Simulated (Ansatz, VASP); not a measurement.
Given: the input of a run of Ansatz 0.2.0 on TiAl3.

Contents of input.yaml:

```yaml
crystal:
  lattice:
    - [3.8749206071, 0.0, 0.0]
    - [0.0, 3.8749206071, 0.0]
    - [0.0, 0.0, 3.8749206071]
  atoms:
    - { symbol: Ti, position: [0.0, 0.0, 0.0] }
    - { symbol: Al, position: [0.0, 0.5, 0.5] }
    - { symbol: Al, position: [0.5, 0.0, 0.5] }
    - { symbol: Al, position: [0.5, 0.5, 0.0] }
hamiltonian:
  xc: r2scan
  pseudopotentials: { kind: paw }
kpoints:
  mp_grid: { grid: [7, 7, 7] }
scf:
  occupations: { method: fermi_dirac, width: 0.05 }
output:
  forces: true
  stress: true
  eigenvalues: true
```

Potentials or basis: Ansatz PAW.

The run is started by

```sh
$ ansatz run input.yaml --threads 2 --pin off --max-ram 5632MiB --backend cpu --events-out ev --progress --plain --runs-dir out
```

Set up the same calculation for VASP 6.6.1. Potentials there: VASP PAW PBE potentials, release 64 (Ti_sv, Al).

As run (the cutoff follows the program's own potentials):

POSCAR

```
TiAl3
1.0
    3.8749206071      0.0000000000      0.0000000000
    0.0000000000      3.8749206071      0.0000000000
    0.0000000000      0.0000000000      3.8749206071
Ti Al
1 3
Direct
    0.0000000000      0.0000000000      0.0000000000
    0.0000000000      0.5000000000      0.5000000000
    0.5000000000      0.0000000000      0.5000000000
    0.5000000000      0.5000000000      0.0000000000
```

INCAR.step1

```
SYSTEM = TiAl3
PREC = Accurate
ENCUT = 520
ISMEAR = -1
SIGMA = 0.05
LREAL = .False.
LASPH = .True.
NELM = 100
NBANDS = 18
GGA = PE
ALGO = Normal
EDIFF = 1E-4
LWAVE = .True.
LCHARG = .False.
```

Contents of INCAR.step2:

```
SYSTEM = TiAl3
PREC = Accurate
ENCUT = 520
EDIFF = 1E-6
ISMEAR = -1
SIGMA = 0.05
LREAL = .False.
LASPH = .True.
NELM = 100
ALGO = Normal
ISIF = 2
LWAVE = .False.
LCHARG = .True.
METAGGA = R2SCAN
LMIXTAU = .True.
LELF = .True.
LVHAR = .True.
NBANDS = 18
ISTART = 1
```

File KPOINTS:

```
Automatic mesh
0
Gamma
  7 7 7
  0 0 0
```

Potentials or basis: VASP PAW PBE potentials, release 64 (Ti_sv, Al).

The run is started by

```console
$ cat potpaw_PBE.64/Ti_sv/POTCAR potpaw_PBE.64/Al/POTCAR > POTCAR
$ cp INCAR.step1 INCAR
$ mpirun -np 1 vasp_std > vasp.out
$ cp INCAR.step2 INCAR
$ mpirun -np 1 vasp_std > vasp.out
```

Both were run:

|  | VASP | Ansatz | Ansatz less VASP |
| --- | --- | --- | --- |
| gap on the k mesh at the Fermi level (eV) | none | none | - |
| pressure (GPa) | 8.0 | 8.1 | +0.10 |

VASP's potentials were made for PBE, not for r2SCAN. A gap of «none» marks a metal or a gap that the smearing closes.
